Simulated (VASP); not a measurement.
MgS:

```
Mg S
1.0
    -0.00590    2.59562    2.59562
     2.59562   -0.00590    2.59562
     2.59562    2.59562   -0.00590
Mg S
1 1
Direct
  0.00000 0.00000 0.00000
  0.50000 0.50000 0.50000
```

This cell differs from its parent crystal: strain along [111] -0.3%.

Base run:

| Quantity | Value |
| --- | --- |
| Program | VASP 6.6.1 |
| Functional | r2SCAN |
| Potentials or basis | VASP PAW PBE potentials, release 64 (Mg, S) |
| Cutoff | 520 eV |
| k mesh | 8 × 8 × 8 |
| Occupations | gaussian, width 0.01 eV |
| Spin | no spin polarisation |

Its results: band gap on the k mesh 3.42 eV (least direct gap 4.63 eV); pressure -0.1 GPa.

**Question.** The run is repeated on the same cell with these changes: functional from r2SCAN to HSE06; k mesh from 8 × 8 × 8 to 6 × 6 × 6. What comes out?

**Answer.** Band gap on the k mesh 3.74 eV (least direct gap 4.80 eV); pressure -0.4 GPa.

Several settings changed at once.

Caveats: the PAW data sets were made with another functional, which shifts forces and pressure a little.

A k mesh can miss the band edges.
